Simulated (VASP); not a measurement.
# Zr (I4/mmm) in VASP: further runs

Runs on Zr. Level: PBE. Tasks: single point.

All numbers are computed with VASP 6.6.1; they aren't measurements. Logs are shortened: lines on timing, memory, paths and dates and some standing lists are left out, and cuts for length are marked.

## (1) The cell of the first run

It takes space group I4/mmm (No. 139, tetragonal). Conventional cell: a = 3.189 Å, b = 3.189 Å, c = 4.239 Å, α = 90.00°, β = 90.00°, γ = 90.00°. Zr (site symmetry 4/mmm) has 14 Zr at 3.09 to 4.24 Å within 4.3 Å.

## (2) Single point, PBE (strain -0.0600 x Voigt [0, 1, 0, 0, 0, 0])

Input file INCAR:

```
SYSTEM = Zr
ALGO     = Normal         ! electronic algorithm
EDIFF    = 1E-6           ! SCF threshold, eV
ENCUT    = 520            ! plane-wave cutoff, eV
GGA      = PE             ! functional
ISIF     = 2              ! what is computed and relaxed
ISMEAR   = 0              ! smearing method
LASPH    = .TRUE.         ! aspherical terms in the spheres
LCHARG   = .TRUE.         ! write CHGCAR
LELF     = .TRUE.         ! ELF
LREAL    = .FALSE.        ! projectors in reciprocal space
LVHAR    = .TRUE.       
LWAVE    = .FALSE.        ! write WAVECAR
NBANDS   = 12             ! bands
NELM     = 100            ! most SCF steps
PREC     = Accurate       ! precision mode
SIGMA    = 0.15           ! smearing width, eV
```

Input file KPOINTS:

```
k-points
0
G
  18 18 18
  0 0 0
```

Input file POSCAR:

```
Zr
1.0
    0.0000000000      2.1197000000      2.2550000000
    2.2550000000      0.0000000000      2.2550000000
    2.2550000000      2.1197000000      0.0000000000
Zr
1
Direct
    0.0000000000      0.0000000000      0.0000000000
```

Potentials or basis: VASP PAW PBE potentials, release 64 (Zr_sv).

On the command line:

```console
$ cat potpaw_PBE.64/Zr_sv/POTCAR > POTCAR
$ mpirun -np 1 vasp_std > vasp.out
```

OUTCAR:

```text
SYSTEM = Zr
   EDIFF = 1E-6
   ENCUT = 520
   GGA = PE
   ISIF = 2
   ISMEAR = 0
   LASPH = .TRUE.
   LREAL = .FALSE.
   NELM = 100
   PREC = Accurate

 ion  position               nearest neighbor table
   1  0.000  0.000  0.000-

  LATTYP: Found a body centered tetragonal cell.
 ALAT       =     3.1890515832
 C/A-ratio  =     1.3293607486

  Lattice vectors:

 A1 = (   0.0000000000,  -2.1197000000,   2.2550000000)
 A2 = (   0.0000000000,  -2.1197000000,  -2.2550000000)
 A3 = (   2.2550000000,   2.1197000000,   0.0000000000)

Analysis of symmetry for initial positions (statically):
=====================================================================
 Subroutine PRICEL returns:
 Original cell was already a primitive cell.

 Routine SETGRP: Setting up the symmetry group for a
 body centered tetragonal supercell.

 Subroutine GETGRP returns: Found 16 space group operations
 (whereof 16 operations were pure point group operations)
 out of a pool of 16 trial point group operations.

The static configuration has the point symmetry D_4h.

Analysis of symmetry for dynamics (positions and initial velocities):
=====================================================================
 Subroutine PRICEL returns:
 Original cell was already a primitive cell.

 Routine SETGRP: Setting up the symmetry group for a
 body centered tetragonal supercell.

 Subroutine GETGRP returns: Found 16 space group operations
 (whereof 16 operations were pure point group operations)
 out of a pool of 16 trial point group operations.

The dynamic configuration has the point symmetry D_4h.

 Subroutine INISYM returns: Found 16 space group operations
 (whereof 16 operations are pure point group operations),
 and found     1 'primitive' translations

----------------------------------------------------------------------------------------

                                     Primitive cell

  volume of cell :      21.5575

  direct lattice vectors                    reciprocal lattice vectors
     0.000000000  2.119700000  2.255000000    -0.221729490  0.235882436  0.221729490
     2.255000000  0.000000000  2.255000000     0.221729490 -0.235882436  0.221729490
     2.255000000  2.119700000  0.000000000     0.221729490  0.235882436 -0.221729490

  length of vectors
     3.094859139  3.189051583  3.094859139     0.392388146  0.392388146  0.392388146

  position of ions in fractional coordinates (direct lattice)
     0.000000000  0.000000000  0.000000000

  ion indices of the primitive-cell ions
   primitive index   ion index
                 1           1

----------------------------------------------------------------------------------------

 KPOINTS: k-points

Automatic generation of k-mesh.
 Grid dimensions read from file:
 generate k-points for:   18   18   18

 Generating k-lattice:

  Cartesian coordinates                     Fractional coordinates (reciprocal lattice)
    -0.012318305  0.013104580  0.012318305     0.055555556  0.000000000  0.000000000
     0.012318305 -0.013104580  0.012318305     0.000000000  0.055555556  0.000000000
     0.012318305  0.013104580 -0.012318305     0.000000000  0.000000000  0.055555556

  Length of vectors
     0.021799341  0.021799341  0.021799341

  Shift w.r.t. Gamma in fractional coordinates (k-lattice)
     0.000000000  0.000000000  0.000000000

 Subroutine IBZKPT returns following result:
 ===========================================

 Found    480 irreducible k-points:

 Following reciprocal coordinates:
            Coordinates               Weight
  0.000000  0.000000  0.000000      1.000000
  0.055556  0.000000  0.000000      8.000000
  0.111111  0.000000  0.000000      8.000000
  0.166667  0.000000  0.000000      8.000000
  0.222222  0.000000  0.000000      8.000000
  0.277778  0.000000  0.000000      8.000000
[... 16 lines left out ...]
 -0.277778  0.055556 -0.000000     16.000000
 -0.222222  0.055556  0.000000     16.000000
 [... further k-points ...]
   k-points           NKPTS =    480   k-points in BZ     NKDIM =    480   number of bands    NBANDS=     12
   number of dos      NEDOS =    301   number of ions     NIONS =      1
   total plane-waves  NPLWV =  13824
   dimension x,y,z NGX =    24 NGY =   24 NGZ =   24
   dimension x,y,z NGXF=    48 NGYF=   48 NGZF=   48
   ions per type =               1
   NGX,Y,Z   is equivalent  to a cutoff of  12.89, 12.51, 12.89 a.u.
   NGXF,Y,Z  is equivalent  to a cutoff of  25.78, 25.02, 25.78 a.u.
 SYSTEM =  Zr
   PREC   = accura    normal or accurate (medium, high low for compatibility)
   ISTART =      0    job   : 0-new  1-cont  2-samecut
   ICHARG =      2    charge: 1-file 2-atom 10-const
   ISPIN  =      1    spin polarized calculation?
   LNONCOLLINEAR =      F non collinear calculations
   LSORBIT =      F    spin-orbit coupling
   LASPH  =      T    aspherical Exc in radial PAW
   ENCUT  =  520.0 eV  38.22 Ry    6.18 a.u.   5.75  5.93  5.75*2*pi/ulx,y,z
   NELM   =    100;   NELMIN=  2; NELMDL= -5     # of ELM steps
   EDIFF  = 0.1E-05   stopping-criterion for ELM
   LREAL  =      F    real-space projection
[... 7 lines left out ...]
   TEBEG  =    0.0;   TEEND  =   0.0 temperature during run
   PSTRESS=    0.0 pullay stress
   NELECT =      12.0000    total number of electrons
   NUPDOWN=      -1.0000    fix difference up-down
   EMIN   =  10.00;   EMAX   =-10.00  energy-range for DOS
   EFERMI =   0.00;   METHOD = LEGACY
   ISMEAR =     0;   SIGMA  =   0.15  broadening in eV -4-tet -1-fermi 0-gaus
   EFERMI_NEDOS =   21; number of points for ismear=-14 and -15
   IALGO  =     38    algorithm
   IMIX   =      4    mixing-type and parameters
     AMIX     =   0.40;   BMIX     =  1.00
     AMIX_MAG =   1.60;   BMIX_MAG =  1.00
  volume/ion in A,a.u.               =      21.56       145.48
  Fermi-wavevector in a.u.,A,eV,Ry     =   1.346696  2.544886 24.675374  1.813589
  Thomas-Fermi vector in A             =   2.474507
   LORBIT       =      0    0 simple, 1 ext, 2 COOP (PROOUT), +10 PAW based schemes
   GGA     = PE    functional components
   LHFCALC =     F    Hartree Fock is set to
   AEXX    =    0.0000 exact exchange contribution
   IVDW    =     0    specifies the selected vdW correction
   LEPSILON=     F    determine dielectric tensor
   LRPA    =     F    only Hartree local field effects (RPA)
 non-spin polarized calculation
 Gauss-broadening in eV      SIGMA  =   0.15
  energy-cutoff  :      520.00
  volume of cell :       21.56
 maximum number of plane-waves:       598
   NGX = 11   NGY = 11   NGZ = 11

 number of electron      12.0000000 magnetization

 Free energy of the ion-electron system (eV)
  ---------------------------------------------------
  ext. energy  EPLUGINS =         0.00000000
  ---------------------------------------------------
  free energy    TOTEN  =        -8.44787661 eV

  energy without entropy =       -8.43232974  energy(sigma->0) =       -8.44010318

 E-fermi :   9.7581     XC(G=0): -11.4361

 val. band max:        9.7573515197   @ k =   0.3333  -0.3889   0.2222
 cond. band min:       9.7588853924   @ k =   0.4444   0.1111  -0.0000
 fundamental gap:      0.0015338727
 Fermi energy:         9.7580691251

 k-point     1 :       0.0000    0.0000    0.0000
  band No.  band energies     occupation
      1     -38.8001      2.00000
      2     -16.1968      2.00000
      3     -16.1968      2.00000
      4     -16.1862      2.00000
      5       4.1006      2.00000
      6      10.5762      0.00000
      7      10.5762      0.00000
      8      11.2274      0.00000
      9      12.9371      0.00000
     10      13.8463      0.00000
     11      20.4723      0.00000
     12      24.3250      0.00000

 k-point     2 :       0.0556    0.0000    0.0000
  band No.  band energies     occupation
      1     -38.7943      2.00000
      2     -16.2335      2.00000
      3     -16.2032      2.00000
      4     -16.1929      2.00000
      5       4.2100      2.00000
      6      10.5313      0.00000
      7      10.6260      0.00000
      8      11.2191      0.00000
      9      12.8962      0.00000
     10      13.7787      0.00000
     11      20.7109      0.00000
     12      24.1396      0.00000

 k-point     3 :       0.1111    0.0000    0.0000
  band No.  band energies     occupation
      1     -38.7778      2.00000
      2     -16.3472      2.00000
      3     -16.2215      2.00000
      4     -16.2027      2.00000
      5       4.5251      2.00000
      6      10.3530      0.00000
      7      10.7485      0.00000
      8      11.2678      0.00000
      9      12.8178      0.00000
     10      13.6143      0.00000
     11      21.3416      0.00000
     12      23.4965      0.00000

 k-point     4 :       0.1667    0.0000    0.0000
  band No.  band energies     occupation
      1     -38.7524      2.00000
      2     -16.5187      2.00000
      3     -16.2493      2.00000
      4     -16.2170      2.00000
      5       5.0040      2.00000
      6      10.0732      0.00296
      7      10.8558      0.00000
      8      11.3938      0.00000
      9      12.8284      0.00000
     10      13.4576      0.00000
     11      21.8607      0.00000
     12      23.0523      0.00000

 k-point     5 :       0.2222    0.0000    0.0000
  band No.  band energies     occupation
      1     -38.7209      2.00000
      2     -16.7239      2.00000
      3     -16.2832      2.00000
      4     -16.2344      2.00000
      5       5.5685      2.00000
      6       9.8330      0.47983
      7      10.8391      0.00000
      8      11.4796      0.00000
      9      13.0734      0.00000
     10      13.4566      0.00000
     11      21.3464      0.00000
     12      23.7411      0.00000
[... 228 lines left out ...]
      1     -38.6191      2.00000
      2     -17.3216      2.00000
      3     -16.4131      2.00000
      4     -16.2923      2.00000
      5       6.7156      2.00000
      6      10.2118      0.00002
      7      10.5901      0.00000
      8      11.1122      0.00000
      9      14.5864      0.00000
     10      15.4696      0.00000
     11      19.9551      0.00000
     12      21.8415      0.00000

 k-point    22 :      -0.3333    0.0556    0.0000
  band No.  band energies     occupation
      1     -38.6420      2.00000
      2     -17.1888      2.00000
      3     -16.3917      2.00000
      4     -16.2755      2.00000
      5       6.6185      2.00000
      6      10.0650      0.00380
      7      10.3937      0.00000
      8      11.2658      0.00000
      9      14.0079      0.00000
     10      14.9142      0.00000
     11      20.1680      0.00000
     12      23.1102      0.00000

 k-point    23 :      -0.2778    0.0556   -0.0000
  band No.  band energies     occupation
      1     -38.6718      2.00000
      2     -17.0114      2.00000
      3     -16.3613      2.00000
      4     -16.2559      2.00000
      5       6.3392      2.00000
      6       9.7312      1.20032
      7      10.5965      0.00000
      8      11.4382      0.00000
      9      13.4439      0.00000
     10      14.2858      0.00000
     11      20.6132      0.00000
     12      24.1248      0.00000

 k-point    24 :      -0.2222    0.0556    0.0000
  band No.  band energies     occupation
      1     -38.7048      2.00000
      2     -16.8087      2.00000
      3     -16.3252      2.00000
      4     -16.2358      2.00000
      5       5.8570      2.00000
      6       9.6984      1.42654
      7      10.7922      0.00000
      8      11.5307      0.00000
      9      13.0302      0.00000
     10      13.7559      0.00000
     11      21.2404      0.00000
     12      24.0573      0.00000

 [... further k-points ...]

------------------------ aborting loop because EDIFF is reached ----------------------------------------

  FORCE on cell =-STRESS in cart. coord.  units (eV):
  Direction    XX          YY          ZZ          XY          YZ          ZX
  --------------------------------------------------------------------------------------
  -------------------------------------------------------------------------------------
  Total        0.9193916      1.1533487      0.9193916      0.0000000     -0.0000000      0.0000000
  in kB       68.3303458     85.7183349     68.3303458      0.0000000     -0.0000000      0.0000000
  external PRESSURE =      74.1263421 kB  Pullay stress =       0.0000000 kB

 VOLUME and BASIS-vectors are now :
 -----------------------------------------------------------------------------
  energy-cutoff  :      520.00
  volume of cell :       21.56
      direct lattice vectors                 reciprocal lattice vectors
     0.000000000  2.119700000  2.255000000    -0.221729490  0.235882436  0.221729490
     2.255000000  0.000000000  2.255000000     0.221729490 -0.235882436  0.221729490
     2.255000000  2.119700000  0.000000000     0.221729490  0.235882436 -0.221729490

 POSITION                                       TOTAL-FORCE (eV/Angst)
 -----------------------------------------------------------------------------------
      0.00000      0.00000      0.00000         0.000000      0.000000      0.000000
 -----------------------------------------------------------------------------------
    total drift:                                0.000000      0.000000      0.000000

  FREE ENERGIE OF THE ION-ELECTRON SYSTEM (eV)
  ---------------------------------------------------
  free  energy   TOTEN  =        -8.4478766125 eV

  energy  without entropy=       -8.4323297381  energy(sigma->0) =       -8.44010318
```

Run time: 59 s. Hardware: 1 thread of Intel Xeon Platinum 8488C (Sapphire Rapids), shared host; peak memory 0.23 GiB.

Results:

```yaml
Free_energy: -8.4479 eV
Pressure: 7.4 GPa
Band_gap_on_the_k_mesh: zero (bands 6 and 7 overlap by 1.60 eV)
```

Caveat: the cell differs from its parent crystal (strain -0.0600 x Voigt [0, 1, 0, 0, 0, 0]); the cell stands under pressure.

## (3) Single point, PBE (strain -0.0450 x Voigt [0, 1, 0, 0, 0, 0])

Input file INCAR:

```
ALGO = Normal
EDIFF = 1E-7
ENCUT = 520
GGA = PE
ISIF = 2
ISMEAR = 0
LASPH = True
LCHARG = True
LELF = True
LREAL = False
LVHAR = True
LWAVE = False
NBANDS = 12
NELM = 60
PREC = Accurate
SIGMA = 0.15
```

Input file KPOINTS:

```
k-points
0
Gamma
  18 18 18
```

Input file POSCAR:

```
Zr
1.0
    0.0000000000      2.1535250000      2.2550000000
    2.2550000000      0.0000000000      2.2550000000
    2.2550000000      2.1535250000      0.0000000000
Zr
1
Direct
    0.0000000000      0.0000000000      0.0000000000
```

Potentials or basis: VASP PAW PBE potentials, release 64 (Zr_sv).

On the command line:

```console
$ cat potpaw_PBE.64/Zr_sv/POTCAR > POTCAR
$ mpirun -np 1 vasp_std > vasp.out
```

Wall time 67 s (1 thread of Intel Xeon Platinum 8488C (Sapphire Rapids), shared host); peak memory 0.23 GiB.

Results (log left out):

```yaml
Free_energy: -8.4644 eV
Pressure: 5.7 GPa
Band_gap_on_the_k_mesh: zero (bands 6 and 7 overlap by 1.63 eV)
```

Stress tensor (GPa, compression positive):
```
5.22 0.00 0.00
0.00 6.65 0.00
0.00 0.00 5.22
```

Levels at points of the mesh, in eV from the Fermi level:
```
           k point  band 4  band 5  band 6  band 7  band 8  band 9
(0.00, 0.00, 0.00)  -26.00   -5.64    0.85    0.85    1.34    3.25
(0.50, 0.00, 0.00)  -26.12   -3.09    0.52    1.10    1.35    5.38
(0.50, 0.50, 0.00)  -26.35   -3.21   -2.33    3.12    5.53    5.84
(0.50, 0.00, 0.50)  -26.48   -3.21   -2.47    3.87    5.53    6.11
```

Caveat: the cell differs from its parent crystal (strain -0.0450 x Voigt [0, 1, 0, 0, 0, 0]); the cell stands under pressure.
